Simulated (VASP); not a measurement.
Runs of VASP 6.6.1 on LaBi. The structure is that of space group Fm-3m (No. 225), or close to it. The cells are those of the table. 

| task | cell | cutoff (eV) | gap on the mesh (eV) | pressure (GPa) |
| --- | --- | --- | --- | --- |
| single point | a = 4.398 Å, angles 60.0°, 2 atoms | 520 | none | 10.0 |
| relaxation of cell and atoms | relaxed to 5 GPa from a = 4.642 Å, angles 60.0°, 2 atoms | 600 | none | 4.8 |
| relaxation of cell and atoms | relaxed to 10 GPa from a = 4.642 Å, angles 60.0°, 2 atoms | 600 | none | 9.8 |
| single point | a = 4.599 Å, angles 60.0°, 2 atoms | 520 | none | 0.0 |
| single point | a = 4.484 Å, angles 60.0°, 2 atoms | 520 | none | (a) |
| relaxation of cell and atoms | relaxed from a = 4.642 Å, angles 60.0°, 2 atoms | 600 | none | 0.0 |
| relaxation of cell and atoms | relaxed to 20 GPa from a = 4.642 Å, angles 60.0°, 2 atoms | 600 | none | 20.0 |
| single point | a = 4.271 Å, angles 60.0°, 2 atoms | 520 | none | 20.0 |

Alike in all rows: level LDA; potentials or basis VASP PAW LDA potentials, release 64 (La, Bi_d); no spin polarisation; k mesh 9 × 9 × 9; smearing fermi-dirac 0.05 eV.

Task: Fill in the values left out.

Result: (a) 5.0.

Caveats: spin-orbit coupling is left out, which moves the levels of the heavy elements; the cell stands under pressure (at least some runs); the cell is relaxed towards a set pressure, so the run minimises the enthalpy, not the energy (at least some runs).

A k mesh can miss the band edges, and the runs leave out spin-orbit coupling on Bi, La.

A gap of «none» marks levels without a gap at the run's occupations.
